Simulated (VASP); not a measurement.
Write the native input for VASP 6.6.1 that does the following.

```yaml
Task: single point
Functional: PBE
Potentials_or_basis: VASP PAW PBE potentials, release 64 (Hf_pv, B)
Cutoff: 520 eV
k_mesh: 8 × 8 × 7
Occupations: gaussian, width 0.15 eV
Spin: no spin polarisation
Dipole_correction: no
Further_INCAR_settings: ALGO = Normal; EDIFF = 1e-07; NBANDS = 15
```

The structure of HfB2 lies in POSCAR:

```
HfB2
1.0
    3.1400000000      0.0000000000      0.0000000000
   -1.5700000000      2.7193200000      0.0000000000
    0.0000000000      0.0000000000      3.4800000000
Hf B
1 2
Direct
    0.0000000000      0.0000000000      0.0000000000
    0.3333330000      0.6666670000      0.5000000000
    0.6666670000      0.3333330000      0.5000000000
```

One way to write it, as run:

INCAR

```
SYSTEM = HfB2
ALGO = Normal
EDIFF = 1E-7
ENCUT = 520
GGA = PE
ISIF = 2
ISMEAR = 0
LASPH = .TRUE.
LCHARG = .TRUE.
LELF = .TRUE.
LREAL = .FALSE.
LVHAR = .TRUE.
LWAVE = .FALSE.
NBANDS = 15
NELM = 100
PREC = Accurate
SIGMA = 0.15
```

KPOINTS

```
k-points
0
G
  8 8 7
  0 0 0
```

Potentials or basis: VASP PAW PBE potentials, release 64 (Hf_pv, B).

Command:

```console
$ cat potpaw_PBE.64/Hf_pv/POTCAR potpaw_PBE.64/B/POTCAR > POTCAR
$ mpirun -np 1 vasp_std > vasp.out
```

Results of the run:

| Item | Value |
| --- | --- |
| Pressure | 1.0 GPa |
| Band gap on the k mesh | zero (band 8 reaches 8.24 eV, above the bottom of band 9 at 7.89 eV) |

Caveat: spin-orbit coupling is left out, which moves the levels of the heavy elements.

It took 21 s on 1 thread of AMD EPYC 7R13 Processor (Zen 3), on a shared host, peak memory 0.12 GiB.
